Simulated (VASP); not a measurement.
AlRu, 2 atoms in the cell. Symmetry: Pm-3m, No. 221, cubic system. Conventional cell: a = 2.992 Å, b = 2.992 Å, c = 2.992 Å, α = 90.00°, β = 90.00°, γ = 90.00°. Al (site symmetry m-3m) has 8 Ru at 2.59 Å and 6 Al at 2.99 Å within 3.4 Å. Within 3.4 Å of Ru (site symmetry m-3m) lie 8 Al at 2.59 Å and 6 Ru at 2.99 Å. 

| Property | Result |
| --- | --- |
| Program | VASP 6.6.1 |
| Task | single point |
| Functional | PBE |
| Potentials or basis | VASP PAW PBE potentials, release 64 (Al, Ru_pv) |
| Cutoff | 520 eV |
| k mesh | 6 × 6 × 6 |
| Occupations | gaussian, width 0.1 eV |
| Spin | collinear spin, ferromagnetic start |
| Starting moments | [0.0, 1.0] μB |
| Dipole correction | no |
| Further INCAR settings | ALGO = Fast; EDIFF = 1e-06; NBANDS = 20 |

Potentials or basis: VASP PAW PBE potentials, release 64 (Al, Ru_pv).

Run with:

```sh
$ cat potpaw_PBE.64/Al/POTCAR potpaw_PBE.64/Ru_pv/POTCAR > POTCAR
$ mpirun -np 1 vasp_std > vasp.out
```

Hardware: 1 thread of Intel(R) Xeon(R) 6975P-C (Granite Rapids), with other jobs on the host.

Task: How long does it take, and how much memory?

Result: It took 10 s on 1 thread of Intel(R) Xeon(R) 6975P-C (Granite Rapids), on a shared host, peak memory 0.15 GiB. Counts: scf iterations 19, k points 20.
